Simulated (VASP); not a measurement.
**TiSi (rocksalt type): single point with PBEsol**

The system is TiSi (rocksalt type).

```
Ti Si
1.0
     0.00000    2.29892    2.29892
     2.29892    0.00000    2.29892
     2.29892    2.29892    0.00000
Ti Si
1 1
Cartesian
  0.0000 0.0000 0.0000
  2.2989 2.2989 2.2989
```

```
Program                : VASP 6.6.1
Task                   : single point
Functional             : PBEsol
Potentials or basis    : VASP PAW PBE potentials, release 64 (Ti_sv, Si)
Cutoff                 : 520 eV
k mesh                 : 14 × 14 × 14
Occupations            : fermi-dirac, width 0.08 eV
Spin                   : no spin polarisation
Dipole correction      : no
Further INCAR settings : ALGO = Normal; EDIFF = 1e-06; NBANDS = 15
```

The pressure is 56.1 GPa and the band gap on the k mesh is zero (band 8 reaches 13.01 eV, above the bottom of band 9 at 11.54 eV).

Levels at points of the mesh, in eV from the Fermi level:
| k point | band 4 | band 5 | band 6 | band 7 | band 8 | band 9 | band 10 | band 11 | band 12 | band 13 |
| --- | --- | --- | --- | --- | --- | --- | --- | --- | --- | --- |
| (0.00, 0.00, 0.00) | -32.09 | -11.58 | -0.32 | -0.32 | -0.32 | 0.41 | 0.41 | 4.93 | 4.93 | 4.93 |
| (0.50, 0.00, 0.00) | -32.14 | -6.98 | -6.21 | -2.19 | -2.19 | 2.56 | 2.56 | 3.95 | 6.44 | 8.60 |
| (0.50, 0.50, 0.00) | -32.21 | -7.88 | -3.86 | -2.84 | 1.18 | 1.18 | 1.57 | 3.17 | 3.17 | 4.56 |

It took 32 s on 1 thread of Intel(R) Xeon(R) Platinum 8259CL CPU @ 2.50GHz (Skylake/Cascade Lake), with other jobs on the host, peak memory 0.16 GiB.

Caveat: the PAW data sets were made with another functional, which shifts forces and pressure a little.
